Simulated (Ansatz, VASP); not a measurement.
# Pt in VASP and in Ansatz

Contents of INCAR:

```
PREC = Accurate ; ENCUT = 520
EDIFF = 1E-6 ; ISMEAR = 1
SIGMA = 0.03 ; LREAL = False
LASPH = True ; NELM = 100
ALGO = Normal ; ISIF = 2
LWAVE = False ; LCHARG = False
GGA = CA ; NBANDS = 11
```

Contents of KPOINTS:

```
regular mesh
0
Gamma
  14 14 14
```

The input POSCAR:

```
Pt
1.0
    0.0000000000      1.9474302061      1.9474302061
    1.9474302061      0.0000000000      1.9474302061
    1.9474302061      1.9474302061      0.0000000000
Pt
1
Direct
    0.0000000000      0.0000000000      0.0000000000
```

Input for Ansatz:

```yaml
crystal:
  lattice:
    - [0.0, 1.9474302061, 1.9474302061]
    - [1.9474302061, 0.0, 1.9474302061]
    - [1.9474302061, 1.9474302061, 0.0]
  atoms:
    - { symbol: Pt, position: [0.0, 0.0, 0.0] }
hamiltonian:
  xc: lda
  pseudopotentials:
    kind: paw
    azcp:
      Pt: "pseudopotentials/Pt.paw.azcp"
basis:
  ecutwfc: 420
  fft_grid_basis: typed
kpoints:
  mp_grid: { grid: [14, 14, 14], shift: [0, 0, 0] }
magnetization:
  spin_polarized: false
scf:
  occupations: { method: cold, width: 0.03 }
  lower_state_search: "off"
output:
  stress: true
```

Alike in both runs: task single point; functional LDA; k mesh 14 × 14 × 14; no spin polarisation.

|  | VASP | Ansatz |
| --- | --- | --- |
| version | VASP 6.6.1 | Ansatz 0.2.0 |
| potentials or method | VASP PAW LDA potentials, release 64 (Pt), cutoff 520 eV | plane waves (420 eV) with PAW, scalar-relativistic |
| occupations | methfessel-paxton of order 1, width 0.03 eV | cold, width 0.03 eV |
| valence electrons in the cell | 10 | 18 |

|  | VASP | Ansatz | Ansatz less VASP |
| --- | --- | --- | --- |
| pressure (GPa) | 0.3 | -0.5 | -0.75 |

Ansatz warns that its potentials were made for another functional, while VASP's fit it. LDA's correlation is that of Perdew and Zunger in VASP and of Perdew and Wang (1992) in Ansatz. VASP's potentials hold 10 valence electrons a cell and Ansatz's 18, so a difference there can come from the potentials and not from the codes.

Neither program's run includes spin-orbit coupling.
